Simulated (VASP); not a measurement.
## Ir: single point with PBE

Crystal: Ir.

```
Ir
1.0
     1.91597    1.91597    0.00000
    -1.94016    1.94016    0.00000
     0.00000    0.00000    3.88033
Ir
2
Direct
  0.00000 0.00000 0.00000
  0.50000 0.50000 0.50000
```

This cell differs from its parent crystal: uniaxial strain along a: -1.0 %.

```
Program             : VASP 6.6.1
Task                : single point
Functional          : PBE
Potentials or basis : VASP PAW PBE potentials, release 64 (Ir)
Cutoff              : 520 eV
k mesh              : 18 × 18 × 14
Occupations         : gaussian, width 0.1 eV
Spin                : no spin polarisation
```

| Property | Result |
| --- | --- |
| Pressure | 2.4 GPa |
| Band gap on the k mesh | zero (bands 9 and 10 overlap by 3.21 eV) |

Stress tensor (GPa, compression positive):
```
3.14 3.36 0.00
3.36 3.14 0.00
0.00 0.00 0.83
```

Levels at points of the mesh, in eV from the Fermi level:
| k point | band 6 | band 7 | band 8 | band 9 | band 10 | band 11 | band 12 | band 13 |
| --- | --- | --- | --- | --- | --- | --- | --- | --- |
| (0.00, 0.00, 0.00) | -3.65 | -1.22 | -1.11 | 0.84 | 1.42 | 1.42 | 1.62 | 10.13 |
| (0.50, 0.00, 0.00) | -4.37 | -2.44 | -2.44 | -1.35 | -1.35 | 2.97 | 2.97 | 11.46 |
| (0.00, 0.50, 0.00) | -4.47 | -2.24 | -2.24 | -1.26 | -1.26 | 2.68 | 2.68 | 11.34 |
| (0.50, 0.50, 0.00) | 0.82 | 1.38 | 1.38 | 1.47 | 1.47 | 1.75 | 1.75 | 10.31 |
| (0.00, 0.00, 0.50) | -2.99 | -1.87 | -1.87 | -1.73 | -1.73 | -0.20 | -0.20 | 17.73 |
| (0.50, 0.00, 0.50) | -3.85 | -0.65 | -0.65 | 0.81 | 0.81 | 0.95 | 0.95 | 7.17 |
| (0.00, 0.50, 0.50) | -3.73 | -0.77 | -0.77 | 0.81 | 0.81 | 0.87 | 0.87 | 6.97 |
| (0.50, 0.50, 0.50) | -4.68 | -1.75 | -1.75 | 1.46 | 1.46 | 8.12 | 8.12 | 8.90 |

Wall time 8.8 min on 1 thread of Intel Xeon 8259CL (shared host), peak memory 0.4 GiB.

Caveat: the cell differs from its parent crystal (uniaxial strain along a: -1.0 %); spin-orbit coupling is left out, which moves the levels of the heavy elements.
